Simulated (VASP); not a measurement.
# Te2Mo in VASP: relaxation of the atoms with PBE+D3(BJ)

Aim: the relaxation of the atoms of Te2Mo with PBE+D3(BJ).

All numbers are computed with VASP 6.6.1; they aren't measurements. Logs are shortened: lines on timing, memory, paths and dates and some standing lists are left out, and cuts for length are marked.

## Step 1: The cell of the first run

The cell holds a slab with vacuum, 6 atoms: a = 3.625 Å, b = 6.778 Å, c = 34.218 Å, α = 90.00°, β = 90.00°, γ = 90.00°.

## Step 2: Relaxation of the atoms, PBE+D3(BJ) (biaxial strain +0.070)

Input file INCAR:

```
SYSTEM = Te2Mo
PREC = Accurate
ENCUT = 520
EDIFF = 1E-6
ISMEAR = 0
SIGMA = 0.1
LREAL = .False.
LASPH = .True.
NELM = 80
ALGO = Normal
ISIF = 2
LWAVE = .False.
LCHARG = .False.
LDIPOL = .True.
IDIPOL = 3
DIPOL = 0.5 0.5 0.500
GGA = PE
IVDW = 12
IBRION = 2
NSW = 60
EDIFFG = -0.01
KPAR = 4
```

Input file KPOINTS:

```
regular mesh
0
Gamma
  10 6 1
  0 0 0
```

Input file POSCAR:

```
Te2Mo
1.0
    3.6253260664      0.0000000000      0.0000000000
    0.0000000000      6.7779040682      0.0000000000
    0.0000000000      0.0000000000     34.2184459082
Te Mo
4 2
Direct
    0.2500000000      0.5003552001      0.4394676046
    0.7500000000      0.9910290153      0.4562515135
    0.2500000000      0.8552625907      0.5437484865
    0.7500000000      0.3459364059      0.5605323954
    0.7500000000      0.6056101595      0.4974875850
    0.2500000000      0.2406814465      0.5025124150
```

Potentials or basis: VASP PAW PBE potentials, release 64 (Te, Mo_sv).

Started as:

```
$ cat potpaw_PBE.64/Te/POTCAR potpaw_PBE.64/Mo_sv/POTCAR > POTCAR
$ mpirun -np 4 vasp_std > vasp.out
```

OUTCAR:

```text
SYSTEM = Te2Mo
   PREC = Accurate
   ENCUT = 520
   EDIFF = 1E-6
   ISMEAR = 0
   LREAL = .False.
   LASPH = .True.
   NELM = 80
   ISIF = 2
   GGA = PE
   IVDW = 12
   IBRION = 2
   NSW = 60
   EDIFFG = -0.01
 IVDW          = 12

 ion  position               nearest neighbor table
   1  0.250  0.500  0.439-   5 2.78   5 2.78   6 2.78
   2  0.750  0.991  0.456-   6 2.94   6 2.94   5 2.97   3 3.62   3 3.62
   3  0.250  0.855  0.544-   5 2.94   5 2.94   6 2.97   2 3.62   2 3.62
   4  0.750  0.346  0.561-   6 2.78   6 2.78   5 2.78
   5  0.750  0.606  0.497-   1 2.78   1 2.78   4 2.78   3 2.94   3 2.94   2 2.97   6 3.07   6 3.07

   6  0.250  0.241  0.503-   4 2.78   4 2.78   1 2.78   2 2.94   2 2.94   3 2.97   5 3.07   5 3.07

  LATTYP: Found a simple orthorhombic cell.
 ALAT       =     3.6253260664
 B/A-ratio  =     1.8695984703
 C/A-ratio  =     9.4387222781

  Lattice vectors:

 A1 = (   3.6253260664,   0.0000000000,   0.0000000000)
 A2 = (   0.0000000000,   6.7779040682,   0.0000000000)
 A3 = (   0.0000000000,   0.0000000000,  34.2184459082)

Analysis of symmetry for initial positions (statically):
=====================================================================
 Subroutine PRICEL returns:
 Original cell was already a primitive cell.

 Routine SETGRP: Setting up the symmetry group for a
 simple orthorhombic supercell.

 Subroutine GETGRP returns: Found  4 space group operations
 (whereof  1 operations were pure point group operations)
 out of a pool of  8 trial point group operations.

The static configuration has the point symmetry C_1 .
 The point group associated with its full space group is C_2h.

Analysis of symmetry for dynamics (positions and initial velocities):
=====================================================================
 Subroutine PRICEL returns:
 Original cell was already a primitive cell.

 Routine SETGRP: Setting up the symmetry group for a
 simple orthorhombic supercell.

 Subroutine GETGRP returns: Found  4 space group operations
 (whereof  1 operations were pure point group operations)
 out of a pool of  8 trial point group operations.

The dynamic configuration has the point symmetry C_1 .
 The point group associated with its full space group is C_2h.

 Subroutine INISYM returns: Found  4 space group operations
 (whereof  1 operations are pure point group operations),
 and found     1 'primitive' translations

----------------------------------------------------------------------------------------

                                     Primitive cell

  volume of cell :     840.8195

  direct lattice vectors                    reciprocal lattice vectors
     3.625326066  0.000000000  0.000000000     0.275837258  0.000000000  0.000000000
     0.000000000  6.777904068  0.000000000     0.000000000  0.147538235  0.000000000
     0.000000000  0.000000000 34.218445908     0.000000000  0.000000000  0.029224004

  length of vectors
     3.625326066  6.777904068 34.218445908     0.275837258  0.147538235  0.029224004

  position of ions in fractional coordinates (direct lattice)
     0.250000000  0.500355200  0.439467605
     0.750000000  0.991029015  0.456251513
     0.250000000  0.855262591  0.543748487
     0.750000000  0.345936406  0.560532395
     0.750000000  0.605610160  0.497487585
     0.250000000  0.240681446  0.502512415

  ion indices of the primitive-cell ions
   primitive index   ion index
                 1           1
                 2           2
                 3           3
                 4           4
                 5           5
                 6           6

----------------------------------------------------------------------------------------

 KPOINTS: regular mesh

Automatic generation of k-mesh.
 Grid dimensions read from file:
 generate k-points for:   10    6    1

 Generating k-lattice:

  Cartesian coordinates                     Fractional coordinates (reciprocal lattice)
     0.027583726  0.000000000  0.000000000     0.100000000  0.000000000  0.000000000
     0.000000000  0.024589706  0.000000000     0.000000000  0.166666667  0.000000000
     0.000000000  0.000000000  0.029224004     0.000000000  0.000000000  1.000000000

  Length of vectors
     0.027583726  0.024589706  0.029224004

  Shift w.r.t. Gamma in fractional coordinates (k-lattice)
     0.000000000  0.000000000  0.000000000

 Subroutine IBZKPT returns following result:
 ===========================================

 Found     24 irreducible k-points:

 Following reciprocal coordinates:
            Coordinates               Weight
  0.000000  0.000000  0.000000      1.000000
  0.100000  0.000000  0.000000      2.000000
  0.200000  0.000000  0.000000      2.000000
  0.300000  0.000000  0.000000      2.000000
  0.400000  0.000000  0.000000      2.000000
  0.500000  0.000000  0.000000      1.000000
[... 16 lines left out ...]
  0.400000  0.500000  0.000000      2.000000
  0.500000  0.500000  0.000000      1.000000
   k-points           NKPTS =     24   k-points in BZ     NKDIM =     24   number of bands    NBANDS=     31
   number of dos      NEDOS =    301   number of ions     NIONS =      6
   total plane-waves  NPLWV = 358400
   dimension x,y,z NGX =    28 NGY =   50 NGZ =  256
   dimension x,y,z NGXF=    56 NGYF=  100 NGZF=  512
   ions per type =               4   2
   NGX,Y,Z   is equivalent  to a cutoff of  12.84, 12.26, 12.44 a.u.
   NGXF,Y,Z  is equivalent  to a cutoff of  25.68, 24.53, 24.87 a.u.
 SYSTEM =  Te2Mo
   PREC   = accura    normal or accurate (medium, high low for compatibility)
   ISTART =      0    job   : 0-new  1-cont  2-samecut
   ICHARG =      2    charge: 1-file 2-atom 10-const
   ISPIN  =      1    spin polarized calculation?
   LNONCOLLINEAR =      F non collinear calculations
   LSORBIT =      F    spin-orbit coupling
   LASPH  =      T    aspherical Exc in radial PAW
   ENCUT  =  520.0 eV  38.22 Ry    6.18 a.u.   6.74 12.60 63.62*2*pi/ulx,y,z
   NELM   =     80;   NELMIN=  2; NELMDL= -5     # of ELM steps
   EDIFF  = 0.1E-05   stopping-criterion for ELM
   LREAL  =      F    real-space projection
   EDIFFG = -.1E-01   stopping-criterion for IOM
   NSW    =     60    number of steps for IOM
   IBRION =      2    ionic relax: 0-MD 1-quasi-New 2-CG
   NFREE  =      1    steps in history (QN), initial steepest desc. (CG)
   ISIF   =      2    stress and relaxation
   ISYM   =      2    0-nonsym 1-usesym 2-fastsym
   POTIM  = 0.5000    time-step for ionic-motion
   TEBEG  =    0.0;   TEEND  =   0.0 temperature during run
   PSTRESS=    0.0 pullay stress
   NELECT =      52.0000    total number of electrons
   NUPDOWN=      -1.0000    fix difference up-down
   EMIN   =  10.00;   EMAX   =-10.00  energy-range for DOS
   EFERMI =   0.00;   METHOD = LEGACY
   ISMEAR =     0;   SIGMA  =   0.10  broadening in eV -4-tet -1-fermi 0-gaus
   EFERMI_NEDOS =   21; number of points for ismear=-14 and -15
   IALGO  =     38    algorithm
   IMIX   =      4    mixing-type and parameters
     AMIX     =   0.40;   BMIX     =  1.00
     AMIX_MAG =   1.60;   BMIX_MAG =  1.00
  volume/ion in A,a.u.               =     140.14       945.69
  Fermi-wavevector in a.u.,A,eV,Ry     =   0.647403  1.223415  5.702627  0.419131
  Thomas-Fermi vector in A             =   1.715700
   LORBIT       =      0    0 simple, 1 ext, 2 COOP (PROOUT), +10 PAW based schemes
   GGA     = PE    functional components
   LHFCALC =     F    Hartree Fock is set to
   AEXX    =    0.0000 exact exchange contribution
   IVDW    =    12    specifies the selected vdW correction
   LEPSILON=     F    determine dielectric tensor
   LRPA    =     F    only Hartree local field effects (RPA)
 conjugate gradient relaxation of ions
 non-spin polarized calculation
 Gauss-broadening in eV      SIGMA  =   0.10
  energy-cutoff  :      520.00
  volume of cell :      840.82
 maximum number of plane-waves:     22730
 NGX is ok and might be reduce to    28
   NGX = 13   NGY = 25   NGZ =127

--------------------------------------- Ionic step        1  -------------------------------------------

 number of electron      51.9999996 magnetization

 Free energy of the ion-electron system (eV)
  ---------------------------------------------------
  ext. energy  EPLUGINS =         0.00000000
  ---------------------------------------------------
  free energy    TOTEN  =       -35.38418311 eV

  energy without entropy =      -35.37679452  energy(sigma->0) =      -35.38048881

------------------------ aborting loop because EDIFF is reached ----------------------------------------

 Edisp (eV)   -2.08511

 E8    (eV) :    -1.0191

  FORCE on cell =-STRESS in cart. coord.  units (eV):
  Direction    XX          YY          ZZ          XY          YZ          ZX
  --------------------------------------------------------------------------------------
  -------------------------------------------------------------------------------------
  Total     -10.92822   -12.94444    -6.86400     0.00000    -0.58015     0.00000
  in kB     -20.82367   -24.66556   -13.07932     0.00000    -1.10548     0.00000
  external pressure =      -19.52 kB  Pullay stress =        0.00 kB
[... 109 lines left out ...]
  FREE ENERGIE OF THE ION-ELECTRON SYSTEM (eV)
  ---------------------------------------------------
  free  energy   TOTEN  =       -37.6354497810 eV

  energy  without entropy=      -37.6269893045  energy(sigma->0) =      -37.63121954

 dipolmoment           0.000000      0.000000     -0.000000 electrons x Angstroem

[... ionic steps 4 to 11 ...]

--------------------------------------- Ionic step       12  -------------------------------------------

 number of electron      51.9999994 magnetization

------------------------ aborting loop because EDIFF is reached ----------------------------------------

 Edisp (eV)   -2.12913

 E8    (eV) :    -1.0419
[... 77 lines left out ...]
  energy  without entropy=      -37.6510621258  energy(sigma->0) =      -37.65697317

--------------------------------------- Ionic step       14  -------------------------------------------

 number of electron      51.9999994 magnetization

 dipolmoment           0.000000      0.000000      0.000000 electrons x Angstroem

 Free energy of the ion-electron system (eV)
  ---------------------------------------------------
  ext. energy  EPLUGINS =         0.00000000
  ---------------------------------------------------
  free energy    TOTEN  =       -35.53396989 eV

  energy without entropy =      -35.52217974  energy(sigma->0) =      -35.52807481

 E-fermi :  -2.4155     XC(G=0):  -2.3002

 val. band max:       -2.4524661006   @ k =   0.0000   0.0000   0.0000
 cond. band min:      -2.4024703080   @ k =   0.1000   0.0000   0.0000
 fundamental gap:      0.0499957926
 Fermi energy:        -2.4154502396

 k-point     1 :       0.0000    0.0000    0.0000
  band No.  band energies     occupation
      1     -63.4824      2.00000
      2     -63.4532      2.00000
      3     -37.6994      2.00000
      4     -37.6755      2.00000
      5     -37.5954      2.00000
      6     -37.5820      2.00000
[... 805 lines left out ...]
     30      -0.5318      0.00000
     31      -0.2134      0.00000

------------------------ aborting loop because EDIFF is reached ----------------------------------------

 vacuum level on the upper side and lower side of the slab       (xc-potential included)        -0.090        -0.090

 Edisp (eV)   -2.12894

 E8    (eV) :    -1.0418

  FORCE on cell =-STRESS in cart. coord.  units (eV):
  Direction    XX          YY          ZZ          XY          YZ          ZX
  --------------------------------------------------------------------------------------
  -------------------------------------------------------------------------------------
  Total      -7.51983   -10.50113    -0.03445     0.00000     0.03174     0.00000
  in kB     -14.32900   -20.00985    -0.06564     0.00000     0.06048     0.00000
  external pressure =      -11.47 kB  Pullay stress =        0.00 kB
[... 21 lines left out ...]
  FREE ENERGIE OF THE ION-ELECTRON SYSTEM (eV)
  ---------------------------------------------------
  free  energy   TOTEN  =       -37.6629119624 eV

  energy  without entropy=      -37.6511218162  energy(sigma->0) =      -37.65701689

 reached required accuracy - stopping structural energy minimisation

 vacuum level on the upper side and lower side of the slab         2.220         2.220
```

Wall time 15 min (4 MPI ranks of Intel Xeon 6975P-C (Granite Rapids), shared host); peak memory 1.2 GiB.

What came out:

- Free energy: -37.6629 eV
- Energy gained by relaxing: 32.3 meV/atom
- Ionic steps: 14
- Largest force after relaxing: 0.009 eV/Å
- Band gap on the k mesh: zero (filled and empty bands overlap)
- Dispersion energy per atom: -0.355 eV

Forces in eV/Å, atoms in the order of the input:
```
Te   0.000 -0.009  0.003
Te   0.000  0.001  0.002
Te   0.000 -0.001 -0.002
Te   0.000  0.009 -0.003
Mo   0.000  0.002 -0.001
Mo   0.000 -0.002  0.001
```

Step by step:
| step | energy change (eV) | largest force (eV/Å) | pressure (GPa) |
| --- | --- | --- | --- |
| 1 | 0.0000 | 1.1130 | -1.95 |
| 2 | -0.1338 | 0.5187 | -1.57 |
| 3 | -0.1662 | 0.3421 | -1.25 |
| 4 | -0.1860 | 0.1789 | -1.21 |
| 5 | -0.1896 | 0.1091 | -1.18 |
| 6 | -0.1896 | 0.1169 | -1.17 |
| 7 | -0.1917 | 0.0703 | -1.15 |
| 8 | -0.1922 | 0.0924 | -1.14 |
| 9 | -0.1934 | 0.0262 | -1.14 |
| 10 | -0.1935 | 0.0164 | -1.14 |
| 11 | -0.1935 | 0.0171 | -1.14 |
| 12 | -0.1936 | 0.0112 | -1.14 |
| 13 | -0.1936 | 0.0134 | -1.15 |
| 14 | -0.1936 | 0.0091 | -1.15 |

Final structure:
```
Te Mo
1.0
     3.62533    0.00000    0.00000
     0.00000    6.77790    0.00000
     0.00000    0.00000   34.21845
Te Mo
4 2
Direct
  0.25000 0.50213 0.44190
  0.75000 0.99672 0.45978
  0.25000 0.84957 0.54022
  0.75000 0.34416 0.55810
  0.75000 0.60455 0.49745
  0.25000 0.24174 0.50255
```

Levels at points of the mesh, in eV from the Fermi level:
```tsv
k point	band 23	band 24	band 25	band 26	band 27	band 28	band 29	band 30
(0.00, 0.00, 0.00)	-0.70	-0.59	-0.06	-0.04	0.39	0.52	1.47	1.90
(0.50, 0.00, 0.00)	-1.44	-1.44	-1.14	-1.14	0.94	0.94	1.35	1.35
(0.00, 0.50, 0.00)	-1.01	-0.88	-0.66	-0.38	-0.04	0.74	1.40	1.65
(0.50, 0.50, 0.00)	-1.79	-1.79	-0.69	-0.69	0.88	0.88	1.88	1.88
```

Caveat: the cell differs from its parent crystal (biaxial strain +0.070); spin-orbit coupling is left out, which moves the levels of the heavy elements.

The gap in the log of VASP goes by the Fermi energy; the results here count the filled bands.